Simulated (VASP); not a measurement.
The system is WC.

```
CELL_PARAMETERS angstrom
2.86722 0.00000 0.00000
-1.43361 2.48308 0.00000
0.00000 0.00000 2.79826
ATOMIC_POSITIONS crystal
W 0.00000 0.00000 0.00000
C 0.66667 0.33333 0.50000
```

Base run:

```yaml
Program: VASP 6.6.1
Functional: b88 exchange, pbe correlation
Potentials_or_basis: VASP PAW PBE potentials, release 64 (W_sv, C)
Cutoff: 600 eV
k_mesh: 10 × 10 × 9
Occupations: fermi-dirac, width 0.05 eV
Spin: no spin polarisation
```

Its results: band gap on the k mesh zero (bands 9 and 10 overlap by 1.26 eV); pressure 25.4 GPa.

**Question.** The run is repeated on the same cell with these changes: functional from b88 exchange, pbe correlation to B3LYP; cutoff from 600 eV to 520 eV; k mesh from 10 × 10 × 9 to 5 × 5 × 5. What comes out?

**Answer.** Band gap on the k mesh zero (bands 9 and 10 overlap by 1.52 eV); pressure 29.7 GPa.

Several settings changed at once.

Caveats: some runs use coarse meshes; the PAW data sets were made with another functional, which shifts forces and pressure a little; spin-orbit coupling is left out, which moves the levels of the heavy elements; the cell stands under pressure (at least some runs).
